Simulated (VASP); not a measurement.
# Ti12O (a cell with a defect) in VASP: further runs, part 2 of 2

VASP 6.6.1.

## (4) Single point, LDA

INCAR reads:

```
PREC = Accurate
ENCUT = 520
EDIFF = 1E-6
ISMEAR = -1
SIGMA = 0.05
LREAL = F
LASPH = T
NELM = 60
ALGO = Normal
ISIF = 2
LWAVE = F
LCHARG = F
NBANDS = 87
```

KPOINTS reads:

```
Automatic mesh
0
Gamma
  2 2 2
```

POSCAR reads:

```
Ti12O
1.0
    5.9000000000      0.0000000000      0.0000000000
   -4.4250000000      7.6643250000      0.0000000000
    0.0000000000      0.0000000000      4.6846000000
Ti O
12 1
Direct
   -0.1085619645      0.0915670982      0.0024761986
    0.3017271960      0.2708001031      0.5276224224
    0.2380215837      0.4277349930      0.0425650002
    0.1539782760      0.5599710346      0.5634419161
    0.0613235011      0.7298098658      0.0623532425
   -0.0632932944      0.8529648730      0.5263843231
    0.4202366089      0.0575132187     -0.0507834180
    0.7473454367      0.2277826162      0.4899671263
    0.7003098135      0.3950119547      0.0321692354
    0.6545447952      0.5388732863      0.5096699825
    0.5639670612      0.7653120138      0.0127011911
    0.4556324680      0.8930466806      0.4539555138
   -0.1107800478      0.0780107837      0.5250821842
```

Potentials or basis: VASP PAW LDA potentials, release 64 (Ti_sv, O).

Run with:

```sh
$ cat potpaw_LDA.64/Ti_sv/POTCAR potpaw_LDA.64/O/POTCAR > POTCAR
$ mpirun -np 1 vasp_std > vasp.out
```

OUTCAR:

```text
PREC = Accurate
   ENCUT = 520
   EDIFF = 1E-6
   ISMEAR = -1
   LREAL = F
   LASPH = T
   NELM = 60
   ISIF = 2

 ion  position               nearest neighbor table
   1  0.891  0.092  0.002-  13 2.24  11 2.55   3 2.64   7 2.65   8 2.90
   2  0.302  0.271  0.528-  13 2.16  10 2.24   3 2.78   8 2.84   3 2.90
   3  0.238  0.428  0.043-  11 2.63   1 2.64   4 2.69   2 2.78   4 2.85   9 2.88   2 2.90
   4  0.154  0.560  0.563-  12 2.62   3 2.69   8 2.73   3 2.85  10 2.87
   5  0.061  0.730  0.062-   9 2.65   7 2.65   6 2.69  12 2.74  11 2.83
   6  0.937  0.853  0.526-  13 2.15  10 2.42   5 2.69  12 2.92
   7  0.420  0.058  0.949-   9 2.62   5 2.65   1 2.65   8 2.78  12 2.80  12 2.84
   8  0.747  0.228  0.490-  13 1.90  12 2.58   9 2.70   4 2.73   7 2.78   2 2.84   1 2.90
   9  0.700  0.395  0.032-   7 2.62   5 2.65  10 2.65   8 2.70  10 2.83   3 2.88
  10  0.655  0.539  0.510-   2 2.24   6 2.42   9 2.65   9 2.83   4 2.87
  11  0.564  0.765  0.013-   1 2.55  12 2.58   3 2.63   5 2.83
  12  0.456  0.893  0.454-  13 2.27   8 2.58  11 2.58   4 2.62   5 2.74   7 2.80   7 2.84   6 2.92

  13  0.889  0.078  0.525-   8 1.90   6 2.15   2 2.16   1 2.24  12 2.27
[... 920 lines left out ...]

  FORCE on cell =-STRESS in cart. coord.  units (eV):
  Direction    XX          YY          ZZ          XY          YZ          ZX
  --------------------------------------------------------------------------------------
  -------------------------------------------------------------------------------------
  Total      -15.8817214     -2.0003846    -11.5294371      1.6667975      0.6179056     -1.4703780
  in kB     -120.1184493    -15.1295371    -87.2007556     12.6065132      4.6734140    -11.1209312
  external PRESSURE =     -74.1495806 kB  Pullay stress =       0.0000000 kB

 VOLUME and BASIS-vectors are now :
 -----------------------------------------------------------------------------
  energy-cutoff  :      520.00
  volume of cell :      211.84
      direct lattice vectors                 reciprocal lattice vectors
     5.900000000  0.000000000  0.000000000     0.169491525  0.097855976  0.000000000
    -4.425000000  7.664325000  0.000000000     0.000000000  0.130474634  0.000000000
     0.000000000  0.000000000  4.684600000     0.000000000  0.000000000  0.213465397

 POSITION                                       TOTAL-FORCE (eV/Angst)
 -----------------------------------------------------------------------------------
      4.85430      0.70180      0.01160         0.536802     -0.290237     -0.146730
      0.58190      2.07550      2.47170        -0.819636     -1.864333     -0.226230
     -0.48840      3.27830      0.19940        -0.069461      0.268194      0.126406
     -1.56940      4.29180      2.63950         0.110839      0.466391     -0.187184
     -2.86760      5.59350      0.29210        -0.243188     -0.454111     -0.502874
      1.75220      6.53740      2.46590        -0.102650      1.966216      0.414046
      2.22490      0.44080      4.44670        -1.094671     -0.328434      0.813874
      3.40140      1.74580      2.29530        -0.419596      1.423759      0.823849
      2.38390      3.02750      0.15070         0.145331     -0.812243     -0.553980
      1.47730      4.13010      2.38760        -0.411546      1.231157      0.039244
     -0.05910      5.86560      0.05950         0.388411     -1.294937     -0.813481
     -1.26350      6.84460      2.12660         0.532569      0.758180      0.666839
      4.90120      0.59790      2.45980         1.446796     -1.069602     -0.453779
 -----------------------------------------------------------------------------------
    total drift:                                0.000155     -0.000341      0.000428

  FREE ENERGIE OF THE ION-ELECTRON SYSTEM (eV)
  ---------------------------------------------------
  free  energy   TOTEN  =      -111.0983890280 eV

  energy  without entropy=     -110.9248226307  energy(sigma->0) =     -111.01160583
```

OSZICAR:

```text
N       E                     dE             d eps       ncg     rms          rms(c)
DAV:   1     0.228588336669E+04    0.22859E+04   -0.74790E+04  1392   0.216E+03
DAV:   2     0.229955534048E+03   -0.20559E+04   -0.20252E+04  1392   0.690E+02
DAV:   3    -0.711058338362E+02   -0.30106E+03   -0.29276E+03  2088   0.223E+02
[... 16 lines left out ...]
DAV:  20    -0.111098387644E+03    0.38622E-04   -0.45883E-04  1864   0.163E-01    0.303E-02
DAV:  21    -0.111098395636E+03   -0.79925E-05   -0.17217E-04  1808   0.916E-02    0.256E-02
DAV:  22    -0.111098389557E+03    0.60788E-05   -0.77563E-05  1784   0.649E-02    0.965E-03
DAV:  23    -0.111098389398E+03    0.15910E-06   -0.15780E-05  1784   0.282E-02    0.679E-03
DAV:  24    -0.111098389028E+03    0.37023E-06   -0.48798E-06  1296   0.171E-02
   1 F= -.11109839E+03 E0= -.11101161E+03  d E =-.173566E+00
```

Run time: 8.3 min. Hardware: 1 thread of Intel Xeon 8259CL, shared host; peak memory 0.32 GiB.

Results:

- Free energy: -111.0984 eV
- Pressure: -7.4 GPa
- Largest force: 2.049 eV/Å
- Band gap on the k mesh: zero (bands 75 and 76 overlap by 0.14 eV)

Forces on the atoms (eV/Å):
```
Ti   0.537 -0.290 -0.147
Ti  -0.820 -1.864 -0.226
Ti  -0.069  0.268  0.126
Ti   0.111  0.466 -0.187
Ti  -0.243 -0.454 -0.503
Ti  -0.103  1.966  0.414
Ti  -1.095 -0.328  0.814
Ti  -0.420  1.424  0.824
Ti   0.145 -0.812 -0.554
Ti  -0.412  1.231  0.039
Ti   0.388 -1.295 -0.813
Ti   0.533  0.758  0.667
O    1.447 -1.070 -0.454
```

Levels at points of the mesh, in eV from the Fermi level:
| k point | band 71 | band 72 | band 73 | band 74 | band 75 | band 76 | band 77 | band 78 | band 79 | band 80 |
| --- | --- | --- | --- | --- | --- | --- | --- | --- | --- | --- |
| (0.00, 0.00, 0.00) | -0.60 | -0.42 | -0.34 | -0.32 | -0.15 | 0.04 | 0.23 | 0.41 | 0.59 | 0.75 |
| (0.50, 0.00, 0.00) | -0.46 | -0.39 | -0.24 | -0.08 | 0.03 | 0.09 | 0.13 | 0.22 | 0.33 | 0.50 |
| (0.00, 0.50, 0.00) | -0.49 | -0.42 | -0.24 | -0.10 | -0.05 | 0.00 | 0.14 | 0.28 | 0.41 | 0.53 |
| (0.50, 0.50, 0.00) | -0.54 | -0.45 | -0.24 | -0.10 | -0.07 | 0.04 | 0.14 | 0.35 | 0.51 | 0.53 |
| (0.00, 0.00, 0.50) | -0.41 | -0.41 | -0.08 | -0.05 | 0.06 | 0.11 | 0.24 | 0.33 | 0.41 | 0.52 |
| (0.50, 0.00, 0.50) | -0.41 | -0.39 | -0.30 | -0.16 | -0.12 | -0.09 | 0.15 | 0.24 | 0.29 | 0.36 |
| (0.00, 0.50, 0.50) | -0.25 | -0.21 | -0.17 | -0.08 | 0.03 | 0.07 | 0.18 | 0.24 | 0.40 | 0.46 |
| (0.50, 0.50, 0.50) | -0.49 | -0.45 | -0.43 | -0.19 | -0.14 | -0.03 | 0.03 | 0.09 | 0.20 | 0.47 |

Caveat: the k points lie up to 0.67 Å⁻¹ apart; the atoms stand as in a frame of molecular dynamics.

## (5) Single point, LDA

INCAR reads:

```
PREC = Accurate
ENCUT = 520
EDIFF = 1E-6
ISMEAR = -1
SIGMA = 0.05
LREAL = False
LASPH = True
NELM = 60
ALGO = Normal
ISIF = 2
LWAVE = False
LCHARG = True
GGA = CA
LELF = True
LVHAR = True
NBANDS = 87
```

KPOINTS is that of step 4.

POSCAR reads:

```
Ti12O
1.0
    5.9000000000      0.0000000000      0.0000000000
   -4.4250000000      7.6643250000      0.0000000000
    0.0000000000      0.0000000000      4.6846000000
Ti O
12 1
Direct
   -0.1443322668      0.0896360736      0.0132135081
    0.2595598493      0.2018312115      0.5661956197
    0.2774956692      0.4198021352      0.0726422747
    0.2263763154      0.5818124884      0.5782137216
    0.0255196300      0.6791335180      0.0349015925
   -0.0335070482      0.9129962521      0.5353071767
    0.2521759323      0.0257035029      0.0339836912
    0.8077976314      0.2931765028      0.4841395210
    0.7420608405      0.3692562620     -0.0781069889
    0.6791564302      0.5932029239      0.4903940571
    0.5965908486      0.7299403405     -0.0496093583
    0.4445398091      0.9093299149      0.4824531443
   -0.1352848314      0.0917106203      0.5514451607
```

Run with:

```sh
$ cat potpaw_LDA.64/Ti_sv/POTCAR potpaw_LDA.64/O/POTCAR > POTCAR
$ mpirun -np 1 vasp_std > vasp.out
```

Run time: 6.6 min. Hardware: 1 thread of Intel Xeon 8259CL, shared host; peak memory 0.33 GiB.

Results (log left out):

| Item | Value |
| --- | --- |
| Free energy | -110.6098 eV |
| Pressure | -6.1 GPa |
| Largest force | 2.201 eV/Å |
| Band gap on the k mesh | 0.01 eV |

Forces on the atoms (eV/Å):
```
Ti  -0.341  0.087 -0.001
Ti   0.022  1.530 -1.006
Ti   0.265 -0.388 -0.218
Ti  -0.820 -0.445 -0.715
Ti   1.027  0.732  0.156
Ti   0.016 -1.648 -0.252
Ti   1.096  0.547  0.030
Ti   0.433 -0.752 -1.125
Ti  -0.984  0.242  1.954
Ti   0.673 -1.321 -0.182
Ti  -0.420  0.922  1.570
Ti   0.352  0.728  0.246
O   -1.318 -0.234 -0.458
```

Stress tensor (GPa, compression positive):
```
-10.43   1.74  -1.92
  1.74  -0.62   1.06
 -1.92   1.06  -7.29
```

Levels at points of the mesh, in eV from the valence-band top:
```
           k point  band 73  band 74  band 75  band 76  band 77  band 78
(0.00, 0.00, 0.00)    -0.37    -0.18    -0.04     0.16     0.39     0.42
(0.50, 0.00, 0.00)    -0.34    -0.21    -0.13     0.01     0.11     0.17
(0.00, 0.50, 0.00)    -0.36    -0.17    -0.15     0.04     0.13     0.29
(0.50, 0.50, 0.00)    -0.35    -0.25    -0.07     0.10     0.19     0.23
(0.00, 0.00, 0.50)    -0.27    -0.22     0.00     0.04     0.09     0.17
(0.50, 0.00, 0.50)    -0.30    -0.16    -0.12     0.01     0.05     0.16
(0.00, 0.50, 0.50)    -0.16    -0.10    -0.05     0.11     0.26     0.37
(0.50, 0.50, 0.50)    -0.34    -0.23    -0.12     0.12     0.19     0.21
```

Caveat: the k points lie up to 0.67 Å⁻¹ apart; the smearing spreads over this small gap; the atoms stand as in a frame of molecular dynamics; semilocal functionals underestimate gaps, and a narrow one can read as zero.

## (6) The runs side by side

| cell | gap on the mesh (eV) | pressure (GPa) | largest force (eV/Å) |
| --- | --- | --- | --- |
| as given, atomic positions A | none | -5.0 | 0.13 |
| as given, atomic positions B | none | -6.4 | 2.78 |
| as given, atomic positions C | none | -7.4 | 2.05 |
| as given, atomic positions D | 0.01 | -6.1 | 2.20 |

Alike in all rows: task single point; level LDA; potentials or basis VASP PAW LDA potentials, release 64 (Ti_sv, O); no spin polarisation; k mesh 2 × 2 × 2; cutoff (eV) 520; smearing fermi-dirac 0.05 eV.

Caveats: all runs use coarse meshes; the atoms stand as in a frame of molecular dynamics (at least some runs); the smearing spreads over this small gap (at least some runs); semilocal functionals underestimate gaps, and a narrow one can read as zero (at least some runs).

Total energies depend on the potentials used, so only differences within one code and one set of settings carry meaning.
